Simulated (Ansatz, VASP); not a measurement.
## Two plane-wave programs on PbSe

```xyz
2
Lattice="0.0000 3.1814 3.1814 3.1814 0.0000 3.1814 3.1814 3.1814 0.0000" Properties=species:S:1:pos:R:3 pbc="T T T"
Pb    0.0000    0.0000    0.0000
Se    3.1814    3.1814    3.1814
```

Change from the starting cell: hydrostatic strain +3.0%.

Alike in both runs: task single point; functional r2SCAN; k mesh 8 × 8 × 8; no spin polarisation.

```csv
,VASP,Ansatz
version,VASP 6.6.1,Ansatz 0.2.0
potentials or method,"VASP PAW PBE potentials, release 64 (Pb_d, Se)","plane waves, PAW"
plane-wave cutoff (eV),520,500
occupations,"gaussian, width 0.01 eV",fixed
valence electrons in the cell,20,30
```

|  | VASP | Ansatz | Ansatz less VASP |
| --- | --- | --- | --- |
| gap on the k mesh at the Fermi level (eV) | 0.91 | 0.91 | -0.004 |
| pressure (GPa) | -3.8 | -3.7 | +0.02 |

VASP's potentials were made for PBE, not for r2SCAN. VASP's potentials hold 20 valence electrons a cell and Ansatz's 30, so a difference there can come from the potentials and not from the codes.

Neither program's run includes spin-orbit coupling.
